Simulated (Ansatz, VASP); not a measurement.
ReS3 in VASP and in Ansatz

```
Re S
1.0
    -2.46130    2.46130    2.46130
     2.46130   -2.46130    2.46130
     2.46130    2.46130   -2.46130
Re S
1 3
Direct
  0.00000 0.00000 0.00000
  0.00000 0.50000 0.50000
  0.50000 0.00000 0.50000
  0.50000 0.50000 0.00000
```

Alike in both runs: functional PBE; k mesh 14 × 14 × 14; occupations gaussian, width 0.1 eV; no spin polarisation.

Ansatz relaxed the structure, and its values are those at the end. VASP's run is a single point on that final structure, the one shown.

|  | VASP | Ansatz |
| --- | --- | --- |
| version | VASP 6.6.1 | Ansatz 0.2.0 |
| potentials or method | VASP PAW PBE potentials, release 64 (Re, S), cutoff 520 eV | scalar-relativistic, plane waves, PAW |
| valence electrons in the cell | 25 | 33 |

Ansatz gave:

```
gap on the k mesh at the Fermi level (eV) : none
pressure (GPa)                            : 0.0
```

Question: What did VASP give for the same quantities?

Answer: gap on the k mesh at the Fermi level (eV): none; pressure (GPa): 0.3.

A gap of «none» marks a metal or a gap that the smearing closes. With one functional, cell and mesh, what is left measures potentials, basis and numerics. VASP's potentials hold 25 valence electrons a cell and Ansatz's 33, so a difference there can come from the potentials and not from the codes.

Neither program's run includes spin-orbit coupling.
